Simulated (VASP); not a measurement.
Write the native input for VASP 6.6.1 that does the following.

| Item | Value |
| --- | --- |
| Task | single point |
| Functional | PBE |
| Potentials or basis | VASP PAW PBE potentials, release 64 (Si, Ta_pv) |
| Cutoff | 400 eV |
| k mesh | 1 × 1 × 1, shifted |
| Occupations | fermi-dirac, width 0.05 eV |
| Spin | no spin polarisation |
| Dipole correction | no |
| Mended | yes |
| Further INCAR settings | LREAL = Auto; ALGO = Normal; EDIFF = 1e-06; NBANDS = 94; ISYM = -1 |

The structure of TaSi2 lies in POSCAR:

```
TaSi2
1.0
    7.2389490000     -0.0789630000     -0.1139910000
   -0.0789630000      7.5148510000      0.0255970000
   -0.1139910000      0.0255970000      7.3977730000
Si Ta
16 8
Direct
    0.4965029570      0.7507934310      0.4424970608
    0.5648020111      0.7712427694      0.9966778982
    0.3205824522      1.0196071971      0.5676832242
   -0.0364760155      0.9518094606      0.5770390083
    0.7121907002      0.3430852373      0.8528841554
    0.7910957794      0.8267780212      0.2834182344
    0.1116703957      0.9066529384      0.1632257201
    0.2199852056      0.2408912147      0.3440288369
    0.1736123356      0.6101568951      0.5563072911
    0.5641537907      0.3938903823      0.1564926421
    0.5288533905      0.0320047626      0.2293560915
    0.1715104188      0.7891792037      0.8528674811
    0.3379485718      0.4445273846      0.8619124334
    0.6706696652      0.1303936473      0.6168401787
    0.0778295100      0.3089354904      0.0311549222
    0.8507922175      0.5055784786      0.3837625679
    0.8661291690      0.1774655210      0.2695710378
    0.7880337967      0.6529805150      0.6670014636
    0.4693424556      0.3995149756      0.5379214030
    0.0346732566      0.2940717067      0.6412800292
    0.4217089591      0.0919117933      0.9133090945
    0.8960670928      0.5999617946      0.0562430561
    0.8701983485      0.0016281190      0.9053951919
    0.2837161737      0.5962018305      0.1603374572
```

The input as run:

INCAR

```
PREC = Accurate
ENCUT = 400
EDIFF = 1E-6
ISMEAR = -1
SIGMA = 0.05
LREAL = Auto
LASPH = T
NELM = 120
ALGO = Normal
ISIF = 2
LWAVE = F
LCHARG = F
GGA = PE
ISYM = -1
NBANDS = 94
GGA_COMPAT = F
```

KPOINTS

```
explicit points
1
Reciprocal
  0.25000000   0.25000000   0.25000000 1
```

Potentials or basis: VASP PAW PBE potentials, release 64 (Si, Ta_pv).

Command:

```sh
$ cat potpaw_PBE.64/Si/POTCAR potpaw_PBE.64/Ta_pv/POTCAR > POTCAR
$ mpirun -np 1 vasp_std > vasp.out
```

It gave:

```json
{"Pressure": "-6.6 GPa", "Largest force": "1.428 eV/Å"}
```

Caveat: the atoms stand as in a frame of molecular dynamics.

It took 80 s on 1 thread of AMD EPYC 7R13 Processor (Zen 3), on a shared host, peak memory 0.29 GiB.
